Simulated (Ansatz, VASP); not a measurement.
## One calculation of Hg, two programs

```
Hg
1.0
     0.00000    3.50074    3.50074
     3.50074    0.00000    3.50074
     3.50074    3.50074    0.00000
Hg
2
Direct
  0.87500 0.87500 0.87500
  0.12500 0.12500 0.12500
```

Alike in both runs: task single point; functional PBE; k mesh 14 × 14 × 14; occupations fermi-dirac, width 0.05 eV; no spin polarisation.

```csv
,VASP,Ansatz
version,VASP 6.6.1,Ansatz 0.2.0
potentials or method,"VASP PAW PBE potentials, release 64 (Hg), cutoff 520 eV","all-electron PAW with datasets made for the crystal, scalar-relativistic"
```

Ansatz gave:

- gap on the k mesh at the Fermi level (eV): none
- pressure (GPa): 0.5

**Question.** Estimate VASP's values.

**Answer.** gap on the k mesh at the Fermi level (eV): none; pressure (GPa): 0.6.

A gap of «none» marks a metal or a gap that the smearing closes. Ansatz ran all-electron here, and VASP with PAW potentials.

Spin-orbit coupling is off throughout.
